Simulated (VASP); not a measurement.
# Be2ZnTe2Se (I4/mmm) in VASP: notebook, part 2 of 2

VASP 6.6.1. Earlier steps stand in the parts before.

### Step 3. Single point, PBE

This run uses another cell than the first one, of 24.15 Å³/atom, 1.277 times its volume.

File INCAR:

```
SYSTEM = Be2ZnTe2Se
PREC = Accurate
ENCUT = 520
EDIFF = 1E-6
ISMEAR = 0
SIGMA = 0.1
LREAL = .False.
LASPH = .True.
NELM = 60
ALGO = Normal
ISIF = 2
LWAVE = .False.
LCHARG = .False.
GGA = PE
NBANDS = 26
```

File KPOINTS:

```
Automatic mesh
0
Gamma
  6 6 6
  0 0 0
```

File POSCAR:

```
Be2ZnTe2Se
1.0
   -1.8802399932      1.8802399932     10.2448671322
    1.8802399932     -1.8802399932     10.2448671322
    1.8802399932      1.8802399932    -10.2448671322
Be Zn Te Se
2 1 2 1
Direct
    0.7500000000      0.2500000000      0.5000000000
    0.2500000000      0.7500000000      0.5000000000
    0.5000000000      0.5000000000      0.0000000000
    0.3269055938      0.3269055938      0.0000000000
    0.6730944062      0.6730944062      0.0000000000
    0.0000000000      0.0000000000      0.0000000000
```

Potentials or basis: VASP PAW PBE potentials, release 64 (Be, Zn, Te, Se).

Launch:

```
> cat potpaw_PBE.64/Be/POTCAR potpaw_PBE.64/Zn/POTCAR potpaw_PBE.64/Te/POTCAR potpaw_PBE.64/Se/POTCAR > POTCAR
> mpirun -np 1 vasp_std > vasp.out
```

OUTCAR:

```text
SYSTEM = Be2ZnTe2Se
   PREC = Accurate
   ENCUT = 520
   EDIFF = 1E-6
   ISMEAR = 0
   LREAL = .False.
   LASPH = .True.
   NELM = 60
   ISIF = 2
   GGA = PE

 ion  position               nearest neighbor table
   1  0.750  0.250  0.500-   4 2.45   5 2.45   4 2.45   5 2.45
   2  0.250  0.750  0.500-   4 2.45   5 2.45   4 2.45   5 2.45
   3  0.500  0.500  0.000-   6 2.66   6 2.66   6 2.66   6 2.66
   4  0.327  0.327  0.000-   1 2.45   2 2.45   2 2.45   1 2.45
   5  0.673  0.673  0.000-   2 2.45   1 2.45   1 2.45   2 2.45
   6  0.000  0.000  0.000-   3 2.66   3 2.66   3 2.66   3 2.66

  LATTYP: Found a body centered tetragonal cell.
 ALAT       =     3.7604799864
 C/A-ratio  =     5.4487018515

  Lattice vectors:

 A1 = (  -1.8802399932,   1.8802399932,  10.2448671322)
 A2 = (   1.8802399932,  -1.8802399932,  10.2448671322)
 A3 = (   1.8802399932,   1.8802399932, -10.2448671322)

Analysis of symmetry for initial positions (statically):
=====================================================================
 Subroutine PRICEL returns:
 Original cell was already a primitive cell.

 Routine SETGRP: Setting up the symmetry group for a
 body centered tetragonal supercell.

 Subroutine GETGRP returns: Found 16 space group operations
 (whereof 16 operations were pure point group operations)
 out of a pool of 16 trial point group operations.

The static configuration has the point symmetry D_4h.

Analysis of symmetry for dynamics (positions and initial velocities):
=====================================================================
 Subroutine PRICEL returns:
 Original cell was already a primitive cell.

 Routine SETGRP: Setting up the symmetry group for a
 body centered tetragonal supercell.

 Subroutine GETGRP returns: Found 16 space group operations
 (whereof 16 operations were pure point group operations)
 out of a pool of 16 trial point group operations.

The dynamic configuration has the point symmetry D_4h.

 Subroutine INISYM returns: Found 16 space group operations
 (whereof 16 operations are pure point group operations),
 and found     1 'primitive' translations

----------------------------------------------------------------------------------------

                                     Primitive cell

  volume of cell :     144.8748

  direct lattice vectors                    reciprocal lattice vectors
    -1.880239993  1.880239993 10.244867132     0.000000000  0.265923500  0.048804928
     1.880239993 -1.880239993 10.244867132     0.265923500  0.000000000  0.048804928
     1.880239993  1.880239993-10.244867132     0.265923500  0.265923500  0.000000000

  length of vectors
    10.584323664 10.584323664 10.584323664     0.270364992  0.270364992  0.376072620

  position of ions in fractional coordinates (direct lattice)
     0.750000000  0.250000000  0.500000000
     0.250000000  0.750000000  0.500000000
     0.500000000  0.500000000  0.000000000
     0.326905594  0.326905594  0.000000000
     0.673094406  0.673094406  0.000000000
     0.000000000  0.000000000  0.000000000

  ion indices of the primitive-cell ions
   primitive index   ion index
                 1           1
                 2           2
[... 33 lines left out ...]
  0.000000  0.000000  0.000000      1.000000
  0.166667  0.000000  0.000000      8.000000
  0.333333  0.000000 -0.000000      8.000000
  0.500000  0.000000 -0.000000      4.000000
  0.166667  0.166667  0.000000      8.000000
  0.333333  0.166667 -0.000000     16.000000
[... 16 lines left out ...]
 -0.333333 -0.333333  0.166667      8.000000
 -0.166667 -0.333333  0.166667      8.000000
 [... further k-points ...]
   k-points           NKPTS =     30   k-points in BZ     NKDIM =     30   number of bands    NBANDS=     26
   number of dos      NEDOS =    301   number of ions     NIONS =      6
   total plane-waves  NPLWV = 512000
   dimension x,y,z NGX =    80 NGY =   80 NGZ =   80
   dimension x,y,z NGXF=   160 NGYF=  160 NGZF=  160
   ions per type =               2   1   2   1
   NGX,Y,Z   is equivalent  to a cutoff of  12.57, 12.57, 12.57 a.u.
   NGXF,Y,Z  is equivalent  to a cutoff of  25.13, 25.13, 25.13 a.u.
 SYSTEM =  Be2ZnTe2Se
   PREC   = accura    normal or accurate (medium, high low for compatibility)
   ISTART =      0    job   : 0-new  1-cont  2-samecut
   ICHARG =      2    charge: 1-file 2-atom 10-const
   ISPIN  =      1    spin polarized calculation?
   LNONCOLLINEAR =      F non collinear calculations
   LSORBIT =      F    spin-orbit coupling
   LASPH  =      T    aspherical Exc in radial PAW
   ENCUT  =  520.0 eV  38.22 Ry    6.18 a.u.  19.68 19.68 19.68*2*pi/ulx,y,z
   NELM   =     60;   NELMIN=  2; NELMDL= -5     # of ELM steps
   EDIFF  = 0.1E-05   stopping-criterion for ELM
   LREAL  =      F    real-space projection
   EDIFFG = 0.1E-04   stopping-criterion for IOM
   NSW    =      0    number of steps for IOM
   IBRION =     -1    ionic relax: 0-MD 1-quasi-New 2-CG
   NFREE  =      0    steps in history (QN), initial steepest desc. (CG)
   ISIF   =      2    stress and relaxation
   ISYM   =      2    0-nonsym 1-usesym 2-fastsym
   POTIM  = 0.5000    time-step for ionic-motion
   TEBEG  =    0.0;   TEEND  =   0.0 temperature during run
   PSTRESS=    0.0 pullay stress
   NELECT =      34.0000    total number of electrons
   NUPDOWN=      -1.0000    fix difference up-down
   EMIN   =  10.00;   EMAX   =-10.00  energy-range for DOS
   EFERMI =   0.00;   METHOD = LEGACY
   ISMEAR =     0;   SIGMA  =   0.10  broadening in eV -4-tet -1-fermi 0-gaus
   EFERMI_NEDOS =   21; number of points for ismear=-14 and -15
   IALGO  =     38    algorithm
   IMIX   =      4    mixing-type and parameters
     AMIX     =   0.40;   BMIX     =  1.00
     AMIX_MAG =   1.60;   BMIX_MAG =  1.00
  volume/ion in A,a.u.               =      24.15       162.94
  Fermi-wavevector in a.u.,A,eV,Ry     =   1.009803  1.908252 13.873901  1.019703
  Thomas-Fermi vector in A             =   2.142754
   LORBIT       =      0    0 simple, 1 ext, 2 COOP (PROOUT), +10 PAW based schemes
   GGA     = PE    functional components
   LHFCALC =     F    Hartree Fock is set to
   AEXX    =    0.0000 exact exchange contribution
   IVDW    =     0    specifies the selected vdW correction
   LEPSILON=     F    determine dielectric tensor
   LRPA    =     F    only Hartree local field effects (RPA)
 non-spin polarized calculation
 Gauss-broadening in eV      SIGMA  =   0.10
  energy-cutoff  :      520.00
  volume of cell :      144.87
 maximum number of plane-waves:      3927
 NGX is ok and might be reduce to    80
   NGX = 39   NGY = 39   NGZ = 39

 number of electron      33.9999994 magnetization

 Free energy of the ion-electron system (eV)
  ---------------------------------------------------
  ext. energy  EPLUGINS =         0.00000000
  ---------------------------------------------------
  free energy    TOTEN  =       -19.63906112 eV

  energy without entropy =      -19.62427679  energy(sigma->0) =      -19.63166895

 E-fermi :   3.4871     XC(G=0):  -8.8143

 val. band max:        3.4779712088   @ k =   0.5000   0.3333  -0.0000
 cond. band min:       3.5348576295   @ k =  -0.1667  -0.1667   0.1667
 fundamental gap:      0.0568864207
 Fermi energy:         3.4870500555

 k-point     1 :       0.0000    0.0000    0.0000
  band No.  band energies     occupation
      1      -9.2778      2.00000
      2      -9.0223      2.00000
      3      -8.0236      2.00000
      4      -3.1346      2.00000
      5      -3.0766      2.00000
      6      -3.0752      2.00000
[... 685 lines left out ...]
     25       9.6364      0.00000
     26       9.9118      0.00000

 [... further k-points ...]

------------------------ aborting loop because EDIFF is reached ----------------------------------------

  FORCE on cell =-STRESS in cart. coord.  units (eV):
  Direction    XX          YY          ZZ          XY          YZ          ZX
  --------------------------------------------------------------------------------------
  -------------------------------------------------------------------------------------
  Total        0.0801808      0.0801808      0.1695826      0.0000000      0.0000000      0.0000000
  in kB        0.8867228      0.8867228      1.8754214      0.0000000      0.0000000      0.0000000
  external PRESSURE =       1.2162890 kB  Pullay stress =       0.0000000 kB

 VOLUME and BASIS-vectors are now :
 -----------------------------------------------------------------------------
  energy-cutoff  :      520.00
  volume of cell :      144.87
      direct lattice vectors                 reciprocal lattice vectors
    -1.880239993  1.880239993 10.244867132     0.000000000  0.265923500  0.048804928
     1.880239993 -1.880239993 10.244867132     0.265923500  0.000000000  0.048804928
     1.880239993  1.880239993-10.244867132     0.265923500  0.265923500  0.000000000

 POSITION                                       TOTAL-FORCE (eV/Angst)
 -----------------------------------------------------------------------------------
      0.00000      1.88024      5.12243         0.000000      0.000000      0.000000
      1.88024      0.00000      5.12243         0.000000      0.000000      0.000000
      0.00000      0.00000     10.24487         0.000000      0.000000      0.000000
      0.00000      0.00000      6.69821         0.000000      0.000000      0.050457
      0.00000      0.00000     13.79153        -0.000000     -0.000000     -0.050457
      0.00000      0.00000      0.00000         0.000000      0.000000     -0.000000
 -----------------------------------------------------------------------------------
    total drift:                                0.000000     -0.000000      0.000000

  FREE ENERGIE OF THE ION-ELECTRON SYSTEM (eV)
  ---------------------------------------------------
  free  energy   TOTEN  =       -19.6390611162 eV

  energy  without entropy=      -19.6242767915  energy(sigma->0) =      -19.63166895
```

OSZICAR:

```text
N       E                     dE             d eps       ncg     rms          rms(c)
DAV:   1     0.172643651645E+03    0.17264E+03   -0.13681E+04  1560   0.119E+03
DAV:   2    -0.402404719367E+01   -0.17667E+03   -0.16506E+03  1778   0.244E+02
DAV:   3    -0.201190633449E+02   -0.16095E+02   -0.15761E+02  2006   0.744E+01
DAV:   4    -0.205184762088E+02   -0.39941E+00   -0.39814E+00  1954   0.116E+01
DAV:   5    -0.205267760517E+02   -0.82998E-02   -0.82981E-02  2122   0.157E+00    0.116E+01
DAV:   6    -0.196875635082E+02    0.83921E+00   -0.15041E+00  2170   0.219E+01    0.578E+00
DAV:   7    -0.196444536890E+02    0.43110E-01   -0.60237E-01  1842   0.459E+00    0.184E+00
DAV:   8    -0.196391339935E+02    0.53197E-02   -0.53350E-02  1846   0.203E+00    0.122E+00
DAV:   9    -0.196403586297E+02   -0.12246E-02   -0.10145E-02  2090   0.126E+00    0.429E-01
DAV:  10    -0.196389492728E+02    0.14094E-02   -0.26226E-03  1902   0.388E-01    0.159E-01
DAV:  11    -0.196389846730E+02   -0.35400E-04   -0.54969E-04  1858   0.124E-01    0.622E-02
DAV:  12    -0.196390449137E+02   -0.60241E-04   -0.83625E-05  1816   0.583E-02    0.137E-02
DAV:  13    -0.196390596649E+02   -0.14751E-04   -0.23399E-05  1756   0.244E-02    0.147E-02
DAV:  14    -0.196390608982E+02   -0.12334E-05   -0.27379E-06  1622   0.105E-02    0.279E-03
DAV:  15    -0.196390611162E+02   -0.21796E-06   -0.31043E-07   978   0.332E-03
   1 F= -.19639061E+02 E0= -.19631669E+02  d E =-.147843E-01
```

It took 9.3 min on 1 thread of Intel Xeon Platinum 8259CL at 2.50GHz (Skylake/Cascade Lake), shared host; peak memory 0.99 GiB.

Results:

```yaml
Free_energy: -19.6391 eV
Pressure: 0.1 GPa
Largest_force: 0.050 eV/Å
Band_gap_on_the_k_mesh: zero (band 17 reaches 3.76 eV, above the bottom of band 18 at 2.99 eV)
```

Forces in eV/Å, atoms in the order of the input:
```
Be   0.000  0.000  0.000
Be   0.000  0.000  0.000
Zn   0.000  0.000  0.000
Te   0.000  0.000  0.050
Te   0.000  0.000 -0.050
Se   0.000  0.000  0.000
```

Caveat: the k points lie up to 0.39 Å⁻¹ apart; spin-orbit coupling is left out, which moves the levels of the heavy elements.
